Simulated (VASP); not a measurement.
Write the native input for VASP 6.6.1 that does the following.

| Quantity | Value |
| --- | --- |
| Task | single point |
| Functional | PBE |
| Dispersion | D4 |
| Potentials or basis | VASP PAW PBE potentials, release 64 (Pd) |
| Cutoff | 500 eV |
| k mesh | 10 × 10 × 10, shifted |
| Occupations | methfessel-paxton, width 0.1 eV |
| Spin | no spin polarisation |
| Dipole correction | no |
| Further INCAR settings | ALGO = Normal; EDIFF = 1e-06; NBANDS = 11 |

The structure of Pd lies in POSCAR:

```
Pd
1.0
   -1.5552693565      1.5440384453      1.5496335521
    1.5440384453     -1.5552693565      1.5496335521
    1.5779567995      1.5779567995     -1.5608644633
Pd
1
Direct
    0.0000000000      0.0000000000      0.0000000000
```

One way to write it, as run:

INCAR

```
PREC     = Accurate       # precision mode
ENCUT    = 500            # plane-wave cutoff, eV
EDIFF    = 1E-6           # SCF threshold, eV
ISMEAR   = 1              # smearing method
SIGMA    = 0.1            # smearing width, eV
LREAL    = F              # projectors in reciprocal space
LASPH    = T              # aspherical terms in the spheres
NELM     = 120            # most SCF steps
ALGO     = Normal         # electronic algorithm
ISIF     = 2              # what is computed and relaxed
LWAVE    = F              # write WAVECAR
LCHARG   = F              # write CHGCAR
GGA      = PE             # functional
IVDW     = 13             # dispersion correction
NBANDS   = 11             # bands
GGA_COMPAT= F
```

KPOINTS

```
Automatic mesh
0
Gamma
  10 10 10
  0.5 0.5 0.5
```

Potentials or basis: VASP PAW PBE potentials, release 64 (Pd).

Launch:

```console
$ cat potpaw_PBE.64/Pd/POTCAR > POTCAR
$ mpirun -np 1 vasp_std > vasp.out
```

Results of the run:

```
Pressure                   : -1.4 GPa
Band gap on the k mesh     : zero (bands 5 and 6 overlap by 1.48 eV)
Dispersion energy per atom : -0.481 eV
```

Run time: 13 s on 1 thread of Intel(R) Xeon(R) 6975P-C (Granite Rapids), on a shared host, peak memory 0.16 GiB.
